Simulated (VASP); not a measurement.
# Se (P3_121) in VASP: a series of runs

The runs below take Se through single point, with PBE.

Everything below comes from runs of VASP 6.6.1. Logs are shortened: lines on timing, memory, paths and dates and some standing lists are left out, and cuts for length are marked.

## (1) The cell of the first run

The structure is trigonal, space group P3_121 (No. 152). Conventional cell: a = 4.520 Å, b = 4.520 Å, c = 5.045 Å, α = 90.00°, β = 90.00°, γ = 120.00°. Within 3.2 Å of Se (site symmetry 2) lie 2 Se at 2.40 Å.

## (2) Single point, PBE

Contents of INCAR:

```
SYSTEM = Se
PREC = Accurate ; ENCUT = 520
EDIFF = 1E-7 ; ISMEAR = -1
SIGMA = 0.05 ; LREAL = .FALSE.
LASPH = .TRUE. ; NELM = 60
ALGO = Normal ; ISIF = 2
LWAVE = .FALSE. ; LCHARG = .FALSE.
GGA = PE ; NBANDS = 16
```

Contents of KPOINTS:

```
regular mesh
0
G
  2 2 2
  0 0 0
```

Contents of POSCAR:

```
Se
1.0
    4.5203796332      0.0000000000      0.0000000000
   -2.2601898166      3.9147635971      0.0000000000
    0.0000000000      0.0000000000      5.0453124951
Se
3
Direct
    0.2189274285      0.0000000000      0.3333333333
    1.0000000000      0.2189274285      0.6666666667
    0.7810725715      0.7810725715      0.0000000000
```

Potentials or basis: VASP PAW PBE potentials, release 64 (Se).

Launch:

```bash
$ cat potpaw_PBE.64/Se/POTCAR > POTCAR
$ mpirun -np 1 vasp_std > vasp.out
```

OUTCAR:

```text
SYSTEM = Se
   PREC = Accurate
   ENCUT = 520
   EDIFF = 1E-7
   ISMEAR = -1
   LREAL = .FALSE.
   LASPH = .TRUE.
   NELM = 60
   ISIF = 2
   GGA = PE

 ion  position               nearest neighbor table
   1  0.219  0.000  0.333-   3 2.40   2 2.40
   2  0.000  0.219  0.667-   3 2.40   1 2.40
   3  0.781  0.781  0.000-   2 2.40   1 2.40

  LATTYP: Found a hexagonal cell.
 ALAT       =     4.5203796332
 C/A-ratio  =     1.1161258355

  Lattice vectors:

 A1 = (   4.5203796332,   0.0000000000,   0.0000000000)
 A2 = (  -2.2601898166,   3.9147635971,   0.0000000000)
 A3 = (   0.0000000000,   0.0000000000,   5.0453124951)

Analysis of symmetry for initial positions (statically):
=====================================================================
 Subroutine PRICEL returns:
 Original cell was already a primitive cell.

 Routine SETGRP: Setting up the symmetry group for a
 hexagonal supercell.

 Subroutine GETGRP returns: Found  6 space group operations
 (whereof  2 operations were pure point group operations)
 out of a pool of 24 trial point group operations.

The static configuration has the point symmetry C_2 .
 The point group associated with its full space group is D_3 .

Analysis of symmetry for dynamics (positions and initial velocities):
=====================================================================
 Subroutine PRICEL returns:
 Original cell was already a primitive cell.

 Routine SETGRP: Setting up the symmetry group for a
 hexagonal supercell.

 Subroutine GETGRP returns: Found  6 space group operations
 (whereof  2 operations were pure point group operations)
 out of a pool of 24 trial point group operations.

The dynamic configuration has the point symmetry C_2 .
 The point group associated with its full space group is D_3 .

 Subroutine INISYM returns: Found  6 space group operations
 (whereof  2 operations are pure point group operations),
 and found     1 'primitive' translations

----------------------------------------------------------------------------------------

                                     Primitive cell

  volume of cell :      89.2829

  direct lattice vectors                    reciprocal lattice vectors
     4.520379633  0.000000000  0.000000000     0.221220358  0.127721633  0.000000000
    -2.260189817  3.914763597  0.000000000     0.000000000  0.255443266  0.000000000
     0.000000000  0.000000000  5.045312495     0.000000000  0.000000000  0.198203778

  length of vectors
     4.520379633  4.520379633  5.045312495     0.255443266  0.255443266  0.198203778

  position of ions in fractional coordinates (direct lattice)
     0.218927429  0.000000000  0.333333333
     0.000000000  0.218927429  0.666666667
     0.781072571  0.781072571  0.000000000

  ion indices of the primitive-cell ions
   primitive index   ion index
                 1           1
                 2           2
                 3           3

----------------------------------------------------------------------------------------

 KPOINTS: regular mesh

Automatic generation of k-mesh.
 Grid dimensions read from file:
 generate k-points for:    2    2    2

 Generating k-lattice:

  Cartesian coordinates                     Fractional coordinates (reciprocal lattice)
     0.110610179  0.063860817  0.000000000     0.500000000  0.000000000  0.000000000
     0.000000000  0.127721633  0.000000000     0.000000000  0.500000000  0.000000000
     0.000000000  0.000000000  0.099101889     0.000000000  0.000000000  0.500000000

  Length of vectors
     0.127721633  0.127721633  0.099101889

  Shift w.r.t. Gamma in fractional coordinates (k-lattice)
     0.000000000  0.000000000  0.000000000

 Subroutine IBZKPT returns following result:
 ===========================================

 Found      4 irreducible k-points:

 Following reciprocal coordinates:
            Coordinates               Weight
  0.000000  0.000000  0.000000      1.000000
  0.500000  0.000000  0.000000      3.000000
  0.000000  0.000000  0.500000      1.000000
  0.500000  0.000000  0.500000      3.000000
   k-points           NKPTS =      4   k-points in BZ     NKDIM =      4   number of bands    NBANDS=     16
   number of dos      NEDOS =    301   number of ions     NIONS =      3
   total plane-waves  NPLWV =  51840
   dimension x,y,z NGX =    36 NGY =   36 NGZ =   40
   dimension x,y,z NGXF=    72 NGYF=   72 NGZF=   80
   ions per type =               3
   NGX,Y,Z   is equivalent  to a cutoff of  13.24, 13.24, 13.18 a.u.
   NGXF,Y,Z  is equivalent  to a cutoff of  26.48, 26.48, 26.36 a.u.
 SYSTEM =  Se
   PREC   = accura    normal or accurate (medium, high low for compatibility)
   ISTART =      0    job   : 0-new  1-cont  2-samecut
   ICHARG =      2    charge: 1-file 2-atom 10-const
   ISPIN  =      1    spin polarized calculation?
   LNONCOLLINEAR =      F non collinear calculations
   LSORBIT =      F    spin-orbit coupling
   LASPH  =      T    aspherical Exc in radial PAW
   ENCUT  =  520.0 eV  38.22 Ry    6.18 a.u.   8.40  8.40  9.38*2*pi/ulx,y,z
   NELM   =     60;   NELMIN=  2; NELMDL= -5     # of ELM steps
   EDIFF  = 0.1E-06   stopping-criterion for ELM
   LREAL  =      F    real-space projection
   EDIFFG = 0.1E-05   stopping-criterion for IOM
   NSW    =      0    number of steps for IOM
   IBRION =     -1    ionic relax: 0-MD 1-quasi-New 2-CG
   NFREE  =      0    steps in history (QN), initial steepest desc. (CG)
   ISIF   =      2    stress and relaxation
   ISYM   =      2    0-nonsym 1-usesym 2-fastsym
   POTIM  = 0.5000    time-step for ionic-motion
   TEBEG  =    0.0;   TEEND  =   0.0 temperature during run
   PSTRESS=    0.0 pullay stress
   NELECT =      18.0000    total number of electrons
   NUPDOWN=      -1.0000    fix difference up-down
   EMIN   =  10.00;   EMAX   =-10.00  energy-range for DOS
   EFERMI =   0.00;   METHOD = LEGACY
   ISMEAR =    -1;   SIGMA  =   0.05  broadening in eV -4-tet -1-fermi 0-gaus
   EFERMI_NEDOS =   21; number of points for ismear=-14 and -15
   IALGO  =     38    algorithm
   IMIX   =      4    mixing-type and parameters
     AMIX     =   0.40;   BMIX     =  1.00
     AMIX_MAG =   1.60;   BMIX_MAG =  1.00
  volume/ion in A,a.u.               =      29.76       200.84
  Fermi-wavevector in a.u.,A,eV,Ry     =   0.959937  1.814018 12.537489  0.921479
  Thomas-Fermi vector in A             =   2.089177
   LORBIT       =      0    0 simple, 1 ext, 2 COOP (PROOUT), +10 PAW based schemes
   GGA     = PE    functional components
   LHFCALC =     F    Hartree Fock is set to
   AEXX    =    0.0000 exact exchange contribution
   IVDW    =     0    specifies the selected vdW correction
   LEPSILON=     F    determine dielectric tensor
   LRPA    =     F    only Hartree local field effects (RPA)
 non-spin polarized calculation
  energy-cutoff  :      520.00
  volume of cell :       89.28
 maximum number of plane-waves:      2461
 NGX is ok and might be reduce to    36
   NGX = 17   NGY = 17   NGZ = 19

 number of electron      18.0000001 magnetization

 Free energy of the ion-electron system (eV)
  ---------------------------------------------------
  ext. energy  EPLUGINS =         0.00000000
  ---------------------------------------------------
  free energy    TOTEN  =       -10.38598459 eV

  energy without entropy =      -10.38598308  energy(sigma->0) =      -10.38598384

 E-fermi :   2.5218     XC(G=0):  -8.4307

 val. band max:        1.8474821140   @ k =   0.5000   0.0000   0.5000
 cond. band min:       3.1669540418   @ k =   0.0000   0.0000   0.5000
 fundamental gap:      1.3194719279
 Fermi energy:         2.5218458287

 k-point     1 :       0.0000    0.0000    0.0000
  band No.  band energies     occupation
      1     -13.5461      2.00000
      2      -9.7221      2.00000
      3      -9.7221      2.00000
      4      -1.8887      2.00000
      5      -1.8887      2.00000
      6      -1.5951      2.00000
[... 8 lines left out ...]
     15       8.4916      0.00000
     16      10.2817      0.00000

 k-point     2 :       0.5000    0.0000    0.0000
  band No.  band energies     occupation
      1     -13.1893      2.00000
      2     -10.0974      2.00000
      3      -9.7047      2.00000
      4      -2.9098      2.00000
      5      -2.5543      2.00000
      6      -1.2498      2.00000
[... 8 lines left out ...]
     15      11.3096      0.00000
     16      11.4042      0.00000

 k-point     3 :       0.0000    0.0000    0.5000
  band No.  band energies     occupation
      1     -12.4622      2.00000
      2     -12.4622      2.00000
      3      -7.7154      2.00000
      4      -2.8303      2.00000
      5      -1.3923      2.00000
      6      -1.3923      2.00000
[... 8 lines left out ...]
     15       9.3441      0.00000
     16      10.3509      0.00000

 k-point     4 :       0.5000    0.0000    0.5000
  band No.  band energies     occupation
      1     -12.2517      2.00000
      2     -12.1382      2.00000
      3      -8.4949      2.00000
      4      -3.6018      2.00000
      5      -2.3015      2.00000
      6      -2.1222      2.00000
[... 8 lines left out ...]
     15      10.5761      0.00000
     16      10.8771      0.00000

------------------------ aborting loop because EDIFF is reached ----------------------------------------

  FORCE on cell =-STRESS in cart. coord.  units (eV):
  Direction    XX          YY          ZZ          XY          YZ          ZX
  --------------------------------------------------------------------------------------
  -------------------------------------------------------------------------------------
  Total        0.4265852      0.4265852     -0.4739101      0.0000000     -0.0000000      0.0000000
  in kB        7.6550476      7.6550476     -8.5042895      0.0000000     -0.0000000      0.0000000
  external PRESSURE =       2.2686019 kB  Pullay stress =       0.0000000 kB

 VOLUME and BASIS-vectors are now :
 -----------------------------------------------------------------------------
  energy-cutoff  :      520.00
  volume of cell :       89.28
      direct lattice vectors                 reciprocal lattice vectors
     4.520379633  0.000000000  0.000000000     0.221220358  0.127721633  0.000000000
    -2.260189817  3.914763597  0.000000000     0.000000000  0.255443266  0.000000000
     0.000000000  0.000000000  5.045312495     0.000000000  0.000000000  0.198203778

 POSITION                                       TOTAL-FORCE (eV/Angst)
 -----------------------------------------------------------------------------------
      0.98964      0.00000      1.68177         0.084606      0.000000     -0.000000
     -0.49482      0.85705      3.36354        -0.042303      0.073271      0.000000
      1.76537      3.05771      0.00000        -0.042303     -0.073271     -0.000000
 -----------------------------------------------------------------------------------
    total drift:                                0.000000      0.000001     -0.000000

  FREE ENERGIE OF THE ION-ELECTRON SYSTEM (eV)
  ---------------------------------------------------
  free  energy   TOTEN  =       -10.3859845935 eV

  energy  without entropy=      -10.3859830845  energy(sigma->0) =      -10.38598384
```

Wall time 25 s (1 thread of AMD EPYC 7R13, shared host); peak memory 0.17 GiB.

Results:

```yaml
Free_energy: -10.3860 eV
Pressure: 0.2 GPa
Largest_force: 0.085 eV/Å
Band_gap_on_the_k_mesh: 1.32 eV, indirect (least direct gap 1.52 eV)
```

Forces in eV/Å, atoms in the order of the input:
```
Se   0.085  0.000  0.000
Se  -0.042  0.073  0.000
Se  -0.042 -0.073  0.000
```

Stress tensor (GPa, compression positive):
```
 0.77  0.00  0.00
 0.00  0.77  0.00
 0.00  0.00 -0.85
```

Caveat: the k points lie up to 0.80 Å⁻¹ apart. A k mesh can miss the band edges.

## (3) Single point, PBE

Contents of INCAR:

```
SYSTEM = Se
ALGO = Normal
EDIFF = 1E-7
ENCUT = 520
GGA = PE
ISIF = 2
ISMEAR = -1
LASPH = .True.
LCHARG = .False.
LREAL = .False.
LWAVE = .False.
NBANDS = 16
NELM = 80
PREC = Accurate
SIGMA = 0.05
```

Contents of KPOINTS:

```
k-points
0
Gamma
  3 3 2
  0 0 0
```

POSCAR is that of step 2.

Potentials or basis: VASP PAW PBE potentials, release 64 (Se).

Launch:

```bash
$ cat potpaw_PBE.64/Se/POTCAR > POTCAR
$ mpirun -np 1 vasp_std > vasp.out
```

Run time: 30 s. Hardware: 1 thread of AMD EPYC 7R13, shared host; peak memory 0.17 GiB.

It converged, with:

```yaml
Free_energy: -10.4044 eV
Pressure: 0.4 GPa
Largest_force: 0.196 eV/Å
Band_gap_on_the_k_mesh: 1.22 eV, direct
```

Forces on the atoms (eV/Å):
```
Se   0.196  0.000  0.000
Se  -0.098  0.170  0.000
Se  -0.098 -0.170  0.000
```

Stress tensor (GPa, compression positive):
```
0.34 0.00 0.00
0.00 0.34 0.00
0.00 0.00 0.56
```

Levels at points of the mesh, in eV from the valence-band top:
| k point | band 5 | band 6 | band 7 | band 8 | band 9 | band 10 | band 11 | band 12 | band 13 | band 14 |
| --- | --- | --- | --- | --- | --- | --- | --- | --- | --- | --- |
| (0.00, 0.00, 0.00) | -3.51 | -3.21 | -1.63 | -1.63 | -0.09 | 2.14 | 2.14 | 2.52 | 6.11 | 6.86 |
| (0.00, 0.00, 0.50) | -3.01 | -3.01 | -1.11 | -1.11 | -0.74 | 1.54 | 1.60 | 1.60 | 6.72 | 7.72 |

Caveat: the k points lie up to 0.62 Å⁻¹ apart. As with any semilocal functional, this PBE gap is likely too small.
